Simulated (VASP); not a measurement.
# Ba3P5: single point with PBE

Crystal: Ba3P5.

```
Ba P
1.0
     6.29398    0.00000    0.00000
     0.00000    6.29398    0.00000
     0.00000    0.00000    6.29398
Ba P
3 5
Direct
  0.00000 0.50000 0.50000
  0.50000 0.00000 0.50000
  0.50000 0.50000 0.00000
  0.50000 0.50000 0.50000
  0.50000 0.00000 0.00000
  0.00000 0.50000 0.00000
  0.00000 0.00000 0.50000
  0.00000 0.00000 0.00000
```

- Program: VASP 6.6.1
- Task: single point
- Functional: PBE
- Potentials or basis: VASP PAW PBE potentials, release 64 (Ba_sv, P)
- Cutoff: 520 eV
- k mesh: 6 × 6 × 6
- Occupations: gaussian, width 0.1 eV
- Spin: no spin polarisation

```
Pressure : 0.5 GPa
```

Levels at points of the mesh, in eV from the Fermi level:
```tsv
k point	band 26	band 27	band 28	band 29	band 30	band 31
(0.00, 0.00, 0.00)	0.37	0.63	0.63	0.63	1.73	1.73
(0.50, 0.00, 0.00)	0.15	0.15	0.32	0.41	0.41	2.09
(0.50, 0.50, 0.00)	-0.11	-0.06	-0.06	0.07	0.07	0.10
(0.50, 0.50, 0.50)	-0.86	-0.54	-0.33	-0.33	-0.33	-0.06
```

Run time: 120 s on 1 thread of AMD EPYC 9R45 96-Core Processor (Zen 5), with other jobs on the host, peak memory 0.37 GiB.

Caveat: spin-orbit coupling is left out, which moves the levels of the heavy elements.
